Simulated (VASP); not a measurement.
# Fe: single point with PBEsol

The system is Fe.

```xyz
1
Lattice="0.0000 2.2582 2.2582 2.2582 0.0000 2.2582 2.2582 2.2582 0.0000" Properties=species:S:1:pos:R:3 pbc="T T T"
Fe    0.0000    0.0000    0.0000
```

This isn't the form of Fe at room conditions, which is bcc.

| Property | Result |
| --- | --- |
| Program | VASP 6.6.1 |
| Task | single point |
| Functional | PBEsol |
| Potentials or basis | VASP PAW PBE potentials, release 64 (Fe) |
| Cutoff | 520 eV |
| k mesh | 8 × 8 × 8 |
| Occupations | gaussian, width 0.1 eV |
| Spin | collinear spin, ferromagnetic start |
| Starting moments | [4.0] μB |
| Dipole correction | no |
| Further INCAR settings | ALGO = Normal; EDIFF = 1e-06; NBANDS = 14 |

```json
{"Pressure": "-26.0 GPa", "Net moment": "3.17 μB per cell", "Site moments": "Fe +3.21 μB", "Valence electrons inside the program's atomic spheres": "Fe 6.48"}
```

Levels at points of the mesh, in eV from the Fermi level:
Spin up:
```
           k point  band 3  band 4  band 5  band 6  band 7  band 8  band 9  band 10
(0.00, 0.00, 0.00)   -2.78   -2.78   -2.57   -2.57   15.97   15.97   15.97    16.15
(0.50, 0.00, 0.00)   -2.90   -2.18   -2.18   -0.09    1.44   13.68   13.68    15.11
(0.50, 0.50, 0.00)   -2.31   -2.05   -2.05    1.36    3.68    8.46    8.46    11.80
```
Spin down:
```tsv
k point	band 1	band 2	band 3	band 4	band 5
(0.00, 0.00, 0.00)	-5.58	0.09	0.09	0.09	0.83
(0.50, 0.00, 0.00)	-1.84	-0.01	0.16	0.16	1.10
(0.50, 0.50, 0.00)	-1.25	-0.88	1.10	1.10	1.19
```

Wall time 35 s on 1 thread of Intel Xeon 8259CL (shared host), peak memory 0.15 GiB.

Caveat: the cell stands under tension; the PAW data sets were made with another functional, which shifts forces and pressure a little.
